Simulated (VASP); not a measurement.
# Si (I4_1/amd) in VASP: further runs

Si is run at these levels: r2SCAN; tasks: single point.

All numbers are computed with VASP 6.6.1; they aren't measurements. Logs are shortened: lines on timing, memory, paths and dates and some standing lists are left out, and cuts for length are marked.

## (1) The cell of the first run

The structure is tetragonal, space group I4_1/amd (No. 141). The conventional cell has a = 4.600 Å, b = 4.600 Å, c = 2.698 Å, α = 90.00°, β = 90.00°, γ = 90.00°. Within 3.2 Å of Si (site symmetry -4m2) lie 10 Si at 2.40 to 3.06 Å.

## (2) Single point, r2SCAN (strain -0.030 along x and y, +0.015 along z)

The input, POSCAR:

```
Si
1.0
   -2.3002311354      2.3002311354      1.3492043707
    2.3002311354     -2.3002311354      1.3492043707
    2.3002311354      2.3002311354     -1.3492043707
Si
2
Direct
    0.2500000000      0.7500000000      0.5000000000
    0.5000000000      0.5000000000      0.0000000000
```

The input, INCAR.step1:

```
PREC = Accurate ; ENCUT = 520
ISMEAR = 0 ; SIGMA = 0.15
LREAL = False ; LASPH = True
NELM = 80 ; NBANDS = 11
GGA = PE ; ALGO = Normal
EDIFF = 1E-4 ; LWAVE = True
LCHARG = False
```

The input, INCAR.step2:

```
PREC = Accurate ; ENCUT = 520
EDIFF = 1E-7 ; ISMEAR = 0
SIGMA = 0.15 ; LREAL = False
LASPH = True ; NELM = 80
ALGO = Normal ; ISIF = 2
LWAVE = False ; LCHARG = True
METAGGA = R2SCAN ; LMIXTAU = True
LELF = True ; LVHAR = True
NBANDS = 11 ; ISTART = 1
```

The input, KPOINTS:

```
Automatic mesh
0
Gamma
  20 20 20
```

Potentials or basis: VASP PAW PBE potentials, release 64 (Si).

Command:

```sh
$ cat potpaw_PBE.64/Si/POTCAR > POTCAR
$ cp INCAR.step1 INCAR
$ mpirun -np 1 vasp_std > vasp.out
$ cp INCAR.step2 INCAR
$ mpirun -np 1 vasp_std > vasp.out
```

OUTCAR:

```text
PREC = Accurate
   ENCUT = 520
   EDIFF = 1E-7
   ISMEAR = 0
   LREAL = False
   LASPH = True
   NELM = 80
   ISIF = 2
   METAGGA = R2SCAN
   ISTART = 1

 ion  position               nearest neighbor table
   1  0.250  0.750  0.500-   2 2.40   2 2.40   2 2.40   2 2.40   2 3.06   2 3.06   2 3.06   2 3.06

   2  0.500  0.500  0.000-   1 2.40   1 2.40   1 2.40   1 2.40   1 3.06   1 3.06   1 3.06   1 3.06

  LATTYP: Found a body centered tetragonal cell.
 ALAT       =     4.6004622708
 C/A-ratio  =     0.5865516512

  Lattice vectors:

 A1 = (  -2.3002311354,   2.3002311354,   1.3492043707)
 A2 = (   2.3002311354,  -2.3002311354,   1.3492043707)
 A3 = (   2.3002311354,   2.3002311354,  -1.3492043707)

Analysis of symmetry for initial positions (statically):
=====================================================================
 Subroutine PRICEL returns:
 Original cell was already a primitive cell.

 Routine SETGRP: Setting up the symmetry group for a
 body centered tetragonal supercell.

 Subroutine GETGRP returns: Found 16 space group operations
 (whereof  8 operations were pure point group operations)
 out of a pool of 16 trial point group operations.

The static configuration has the point symmetry D_2d.
 The point group associated with its full space group is D_4h.

Analysis of symmetry for dynamics (positions and initial velocities):
=====================================================================
 Subroutine PRICEL returns:
 Original cell was already a primitive cell.

 Routine SETGRP: Setting up the symmetry group for a
 body centered tetragonal supercell.

 Subroutine GETGRP returns: Found 16 space group operations
 (whereof  8 operations were pure point group operations)
 out of a pool of 16 trial point group operations.

The dynamic configuration has the point symmetry D_2d.
 The point group associated with its full space group is D_4h.

 Subroutine INISYM returns: Found 16 space group operations
 (whereof  8 operations are pure point group operations),
 and found     1 'primitive' translations

----------------------------------------------------------------------------------------

                                     Primitive cell

  volume of cell :      28.5549

  direct lattice vectors                    reciprocal lattice vectors
    -2.300231135  2.300231135  1.349204371     0.000000000  0.217369460  0.370588779
     2.300231135 -2.300231135  1.349204371     0.217369460  0.000000000  0.370588779
     2.300231135  2.300231135 -1.349204371     0.217369460  0.217369460  0.000000000

  length of vectors
     3.521715347  3.521715347  3.521715347     0.429634176  0.429634176  0.307406839

  position of ions in fractional coordinates (direct lattice)
     0.250000000  0.750000000  0.500000000
     0.500000000  0.500000000  0.000000000

  ion indices of the primitive-cell ions
   primitive index   ion index
                 1           1
                 2           2

----------------------------------------------------------------------------------------

 KPOINTS: Automatic mesh

Automatic generation of k-mesh.
 Grid dimensions read from file:
 generate k-points for:   20   20   20

 Generating k-lattice:

  Cartesian coordinates                     Fractional coordinates (reciprocal lattice)
     0.000000000  0.010868473  0.018529439     0.050000000  0.000000000 -0.000000000
     0.010868473  0.000000000  0.018529439     0.000000000  0.050000000 -0.000000000
     0.010868473  0.010868473  0.000000000     0.000000000  0.000000000  0.050000000

  Length of vectors
     0.021481709  0.021481709  0.015370342

  Shift w.r.t. Gamma in fractional coordinates (k-lattice)
     0.000000000  0.000000000  0.000000000

 Subroutine IBZKPT returns following result:
 ===========================================

 Found    641 irreducible k-points:

 Following reciprocal coordinates:
            Coordinates               Weight
  0.000000  0.000000  0.000000      1.000000
  0.050000  0.000000  0.000000      8.000000
  0.100000 -0.000000  0.000000      8.000000
  0.150000  0.000000 -0.000000      8.000000
  0.200000 -0.000000  0.000000      8.000000
  0.250000 -0.000000  0.000000      8.000000
[... 16 lines left out ...]
 -0.400000  0.050000 -0.000000     16.000000
 -0.350000  0.050000  0.000000     16.000000
 [... further k-points ...]
   k-points           NKPTS =    641   k-points in BZ     NKDIM =    641   number of bands    NBANDS=     11
   number of dos      NEDOS =    301   number of ions     NIONS =      2
   total plane-waves  NPLWV =  21952
   dimension x,y,z NGX =    28 NGY =   28 NGZ =   28
   dimension x,y,z NGXF=    56 NGYF=   56 NGZF=   56
   ions per type =               2
   NGX,Y,Z   is equivalent  to a cutoff of  13.22, 13.22, 13.22 a.u.
   NGXF,Y,Z  is equivalent  to a cutoff of  26.44, 26.44, 26.44 a.u.
 SYSTEM =  unknown system
   PREC   = accura    normal or accurate (medium, high low for compatibility)
   ISTART =      1    job   : 0-new  1-cont  2-samecut
   ICHARG =      0    charge: 1-file 2-atom 10-const
   ISPIN  =      1    spin polarized calculation?
   LNONCOLLINEAR =      F non collinear calculations
   LSORBIT =      F    spin-orbit coupling
   LASPH  =      T    aspherical Exc in radial PAW
   ENCUT  =  520.0 eV  38.22 Ry    6.18 a.u.   6.55  6.55  6.55*2*pi/ulx,y,z
   NELM   =     80;   NELMIN=  2; NELMDL=  0     # of ELM steps
   EDIFF  = 0.1E-06   stopping-criterion for ELM
   LREAL  =      F    real-space projection
   EDIFFG = 0.1E-05   stopping-criterion for IOM
   NSW    =      0    number of steps for IOM
   IBRION =     -1    ionic relax: 0-MD 1-quasi-New 2-CG
   NFREE  =      0    steps in history (QN), initial steepest desc. (CG)
   ISIF   =      2    stress and relaxation
   ISYM   =      2    0-nonsym 1-usesym 2-fastsym
   POTIM  = 0.5000    time-step for ionic-motion
   TEBEG  =    0.0;   TEEND  =   0.0 temperature during run
   PSTRESS=    0.0 pullay stress
   NELECT =       8.0000    total number of electrons
   NUPDOWN=      -1.0000    fix difference up-down
   EMIN   =  10.00;   EMAX   =-10.00  energy-range for DOS
   EFERMI =   0.00;   METHOD = LEGACY
   ISMEAR =     0;   SIGMA  =   0.15  broadening in eV -4-tet -1-fermi 0-gaus
   EFERMI_NEDOS =   21; number of points for ismear=-14 and -15
   IALGO  =     38    algorithm
   IMIX   =      4    mixing-type and parameters
     AMIX     =   0.40;   BMIX     =  1.00
     AMIX_MAG =   1.60;   BMIX_MAG =  1.00
  volume/ion in A,a.u.               =      14.28        96.35
  Fermi-wavevector in a.u.,A,eV,Ry     =   1.071218  2.024309 15.612799  1.147508
  Thomas-Fermi vector in A             =   2.206952
   LORBIT       =      0    0 simple, 1 ext, 2 COOP (PROOUT), +10 PAW based schemes
   METAGGA = R2SCAN    functional components
   LHFCALC =     F    Hartree Fock is set to
   AEXX    =    0.0000 exact exchange contribution
   IVDW    =     0    specifies the selected vdW correction
   LEPSILON=     F    determine dielectric tensor
   LRPA    =     F    only Hartree local field effects (RPA)
 non-spin polarized calculation
 Gauss-broadening in eV      SIGMA  =   0.15
  energy-cutoff  :      520.00
  volume of cell :       28.55
 maximum number of plane-waves:       787
 NGX is ok and might be reduce to    28
   NGX = 13   NGY = 13   NGZ = 13

 number of electron       8.0000000 magnetization

 Free energy of the ion-electron system (eV)
  ---------------------------------------------------
  ext. energy  EPLUGINS =         0.00000000
  ---------------------------------------------------
  free energy    TOTEN  =       -16.60531433 eV

  energy without entropy =      -16.59904019  energy(sigma->0) =      -16.60217726

 E-fermi :  10.0363     XC(G=0): -11.7840

 val. band max:       10.0214744349   @ k =  -0.1500   0.4500   0.1500
 cond. band min:      10.0369228906   @ k =  -0.4000   0.1500   0.1000
 fundamental gap:      0.0154484556
 Fermi energy:        10.0362658389

 k-point     1 :       0.0000    0.0000    0.0000
  band No.  band energies     occupation
      1      -5.0983      2.00000
      2       7.5182      2.00000
      3       7.5182      2.00000
      4       9.2590      2.00000
      5      11.8073      0.00000
      6      17.7026      0.00000
      7      19.2577      0.00000
      8      20.2547      0.00000
      9      20.2547      0.00000
     10      21.0471      0.00000
     11      21.8702      0.00000

 k-point     2 :       0.0500    0.0000    0.0000
  band No.  band energies     occupation
      1      -5.0280      2.00000
      2       7.3515      2.00000
      3       7.4680      2.00000
      4       9.5372      2.00000
      5      11.9819      0.00000
      6      17.2633      0.00000
      7      18.3108      0.00000
      8      19.8967      0.00000
      9      19.9354      0.00000
     10      21.3288      0.00000
     11      21.8765      0.00000

 k-point     3 :       0.1000   -0.0000    0.0000
  band No.  band energies     occupation
      1      -4.8172      2.00000
      2       7.0356      2.00000
      3       7.3471      2.00000
      4      10.1732      0.19677
      5      12.4702      0.00000
      6      16.1327      0.00000
      7      16.7748      0.00000
      8      18.9138      0.00000
      9      19.2095      0.00000
     10      20.3389      0.00000
     11      22.8567      0.00000
[... 267 lines left out ...]
 k-point    23 :      -0.4000    0.0500   -0.0000
  band No.  band energies     occupation
      1      -1.4123      2.00000
      2       5.5066      2.00000
      3       6.5061      2.00000
      4       7.4376      2.00000
      5      10.6592      0.00000
      6      12.8251      0.00000
      7      15.4334      0.00000
      8      16.4560      0.00000
      9      18.2474      0.00000
     10      19.7384      0.00000
     11      24.6211      0.00000

 k-point    24 :      -0.3500    0.0500    0.0000
  band No.  band energies     occupation
      1      -2.3397      2.00000
      2       5.6731      2.00000
      3       7.0561      2.00000
      4       8.0512      2.00000
      5      11.6039      0.00000
      6      13.7031      0.00000
      7      15.4779      0.00000
      8      16.0533      0.00000
      9      17.9015      0.00000
     10      18.4698      0.00000
     11      23.9461      0.00000

 [... further k-points ...]

------------------------ aborting loop because EDIFF is reached ----------------------------------------

  FORCE on cell =-STRESS in cart. coord.  units (eV):
  Direction    XX          YY          ZZ          XY          YZ          ZX
  --------------------------------------------------------------------------------------
  -------------------------------------------------------------------------------------
  Total        2.2199850      2.2199850      0.8230894      0.0000000      0.0000000      0.0000000
  in kB      124.5603854    124.5603854     46.1824433      0.0000000      0.0000000      0.0000000
  external PRESSURE =      98.4344047 kB  Pullay stress =       0.0000000 kB

 VOLUME and BASIS-vectors are now :
 -----------------------------------------------------------------------------
  energy-cutoff  :      520.00
  volume of cell :       28.55
      direct lattice vectors                 reciprocal lattice vectors
    -2.300231135  2.300231135  1.349204371     0.000000000  0.217369460  0.370588779
     2.300231135 -2.300231135  1.349204371     0.217369460  0.000000000  0.370588779
     2.300231135  2.300231135 -1.349204371     0.217369460  0.217369460  0.000000000

 POSITION                                       TOTAL-FORCE (eV/Angst)
 -----------------------------------------------------------------------------------
      2.30023      0.00000      0.67460        -0.000000     -0.000000     -0.000000
      0.00000      0.00000      1.34920         0.000000      0.000000      0.000000
 -----------------------------------------------------------------------------------
    total drift:                                0.000000      0.000000      0.000000

  FREE ENERGIE OF THE ION-ELECTRON SYSTEM (eV)
  ---------------------------------------------------
  free  energy   TOTEN  =       -16.6053143304 eV

  energy  without entropy=      -16.5990401947  energy(sigma->0) =      -16.60217726
```

Run time: 6.5 min. Hardware: 1 thread of Intel Xeon 6975P-C (Granite Rapids), shared host; peak memory 0.28 GiB.

Results:

* Free energy: -16.6053 eV
* Pressure: 9.8 GPa
* Band gap on the k mesh: zero (bands 4 and 5 overlap by 7.84 eV)

Levels at points of the mesh, in eV from the Fermi level:
```csv
k point,band 1,band 2,band 3,band 4,band 5,band 6,band 7,band 8
"(0.00, 0.00, 0.00)",-15.13,-2.52,-2.52,-0.78,1.77,7.67,9.22,10.22
"(0.50, 0.00, 0.00)",-8.69,-7.77,-2.35,-2.23,-1.41,0.95,5.30,6.12
"(0.50, 0.50, 0.00)",-11.57,-11.57,0.62,0.62,3.70,3.70,8.08,8.08
"(0.50, 0.50, 0.50)",-8.57,-8.57,-7.51,-7.51,4.91,4.91,15.28,15.28
```

Caveat: the cell differs from its parent crystal (strain -0.030 along x and y, +0.015 along z); the stress differs along the axes, from 5 to 12 GPa; the PAW data sets were made with another functional, which shifts forces and pressure a little.

## (3) Single point, r2SCAN (strain -0.030 along x and y, +0.030 along z)

The input, POSCAR:

```
Si
1.0
   -2.3002311354      2.3002311354      1.3691433516
    2.3002311354     -2.3002311354      1.3691433516
    2.3002311354      2.3002311354     -1.3691433516
Si
2
Direct
    0.2500000000      0.7500000000      0.5000000000
    0.5000000000      0.5000000000      0.0000000000
```

The input, INCAR.step1:

```
PREC = Accurate
ENCUT = 520
ISMEAR = 0
SIGMA = 0.15
LREAL = False
LASPH = True
NELM = 80
NBANDS = 11
GGA = PE
ALGO = Normal
EDIFF = 1E-4
LWAVE = True
LCHARG = False
```

The input, INCAR.step2:

```
PREC = Accurate
ENCUT = 520
EDIFF = 1E-6
ISMEAR = 0
SIGMA = 0.15
LREAL = False
LASPH = True
NELM = 80
ALGO = Normal
ISIF = 2
LWAVE = False
LCHARG = True
METAGGA = R2SCAN
LMIXTAU = True
LELF = True
LVHAR = True
NBANDS = 11
ISTART = 1
```

KPOINTS is that of step 2.

Potentials or basis: VASP PAW PBE potentials, release 64 (Si).

Command:

```sh
$ cat potpaw_PBE.64/Si/POTCAR > POTCAR
$ cp INCAR.step1 INCAR
$ mpirun -np 1 vasp_std > vasp.out
$ cp INCAR.step2 INCAR
$ mpirun -np 1 vasp_std > vasp.out
```

OUTCAR:

```text
PREC = Accurate
   ENCUT = 520
   EDIFF = 1E-6
   ISMEAR = 0
   LREAL = False
   LASPH = True
   NELM = 80
   ISIF = 2
   METAGGA = R2SCAN
   ISTART = 1

 ion  position               nearest neighbor table
   1  0.250  0.750  0.500-   2 2.40   2 2.40   2 2.40   2 2.40   2 3.08   2 3.08   2 3.08   2 3.08

   2  0.500  0.500  0.000-   1 2.40   1 2.40   1 2.40   1 2.40   1 3.08   1 3.08   1 3.08   1 3.08

  LATTYP: Found a body centered tetragonal cell.
 ALAT       =     4.6004622708
 C/A-ratio  =     0.5952199023

  Lattice vectors:

 A1 = (  -2.3002311354,   2.3002311354,   1.3691433516)
 A2 = (   2.3002311354,  -2.3002311354,   1.3691433516)
 A3 = (   2.3002311354,   2.3002311354,  -1.3691433516)

Analysis of symmetry for initial positions (statically):
=====================================================================
 Subroutine PRICEL returns:
 Original cell was already a primitive cell.

 Routine SETGRP: Setting up the symmetry group for a
 body centered tetragonal supercell.

 Subroutine GETGRP returns: Found 16 space group operations
 (whereof  8 operations were pure point group operations)
[... 177 lines left out ...]
      3       7.4377      2.00000
      4       9.2362      2.00000
      5      11.7331      0.00000
      6      17.2564      0.00000
      7      18.6209      0.00000
      8      19.8923      0.00000
      9      19.8923      0.00000
     10      20.8242      0.00000
     11      21.6353      0.00000
[... 309 lines left out ...]
 k-point    24 :      -0.3500    0.0500   -0.0000
  band No.  band energies     occupation
      1      -2.4554      2.00000
      2       5.5186      2.00000
      3       6.8751      2.00000
      4       7.8354      2.00000
      5      11.3234      0.00000
      6      13.4163      0.00000
      7      15.3349      0.00000
      8      15.8221      0.00000
      9      17.7099      0.00000
     10      18.3343      0.00000
     11      23.8283      0.00000

 [... further k-points ...]

------------------------ aborting loop because EDIFF is reached ----------------------------------------

  FORCE on cell =-STRESS in cart. coord.  units (eV):
  Direction    XX          YY          ZZ          XY          YZ          ZX
  --------------------------------------------------------------------------------------
  -------------------------------------------------------------------------------------
  Total        1.9765381      1.9765381      0.4812895      0.0000000     -0.0000000      0.0000000
  in kB      109.2858429    109.2858429     26.6112384      0.0000000     -0.0000000      0.0000000
  external PRESSURE =      81.7276414 kB  Pullay stress =       0.0000000 kB

 VOLUME and BASIS-vectors are now :
 -----------------------------------------------------------------------------
  energy-cutoff  :      520.00
  volume of cell :       28.98
      direct lattice vectors                 reciprocal lattice vectors
    -2.300231135  2.300231135  1.369143352     0.000000000  0.217369460  0.365191855
     2.300231135 -2.300231135  1.369143352     0.217369460  0.000000000  0.365191855
     2.300231135  2.300231135 -1.369143352     0.217369460  0.217369460  0.000000000

 POSITION                                       TOTAL-FORCE (eV/Angst)
 -----------------------------------------------------------------------------------
      2.30023      0.00000      0.68457        -0.000000      0.000000      0.000000
      0.00000      0.00000      1.36914         0.000000     -0.000000     -0.000000
 -----------------------------------------------------------------------------------
    total drift:                                0.000000      0.000000      0.000000

  FREE ENERGIE OF THE ION-ELECTRON SYSTEM (eV)
  ---------------------------------------------------
  free  energy   TOTEN  =       -16.6148910427 eV

  energy  without entropy=      -16.6088993219  energy(sigma->0) =      -16.61189518
```

OUTCAR.step1:

```text
PREC = Accurate
   ENCUT = 520
   ISMEAR = 0
   LREAL = False
   LASPH = True
[... 561 lines left out ...]
      2.30023      0.00000      0.68457         0.000000     -0.000000     -0.000000
      0.00000      0.00000      1.36914        -0.000000      0.000000      0.000000
 -----------------------------------------------------------------------------------
    total drift:                                0.000000      0.000000      0.000000

  FREE ENERGIE OF THE ION-ELECTRON SYSTEM (eV)
  ---------------------------------------------------
  free  energy   TOTEN  =       -10.1863121426 eV

  energy  without entropy=      -10.1796566067  energy(sigma->0) =      -10.18298437
```

Wall time 5.8 min (1 thread of Intel Xeon 6975P-C (Granite Rapids), shared host); peak memory 0.28 GiB.

What came out:

```
Free energy            : -16.6149 eV
Pressure               : 8.2 GPa
Band gap on the k mesh : zero (bands 4 and 5 overlap by 7.82 eV)
```

Levels at points of the mesh, in eV from the Fermi level:
```tsv
k point	band 2	band 3	band 4	band 5	band 6	band 7
(0.00, 0.00, 0.00)	-2.39	-2.39	-0.59	1.91	7.43	8.80
(0.50, 0.00, 0.00)	-7.71	-2.39	-2.14	-1.42	1.01	5.29
(0.50, 0.50, 0.00)	-11.42	0.71	0.71	3.87	3.87	7.71
(0.50, 0.50, 0.50)	-8.42	-7.37	-7.37	4.55	4.55	15.09
```

Caveat: the cell differs from its parent crystal (strain -0.030 along x and y, +0.030 along z); the stress differs along the axes, from 3 to 11 GPa; the PAW data sets were made with another functional, which shifts forces and pressure a little.

(Continued in part 2 of 2.)
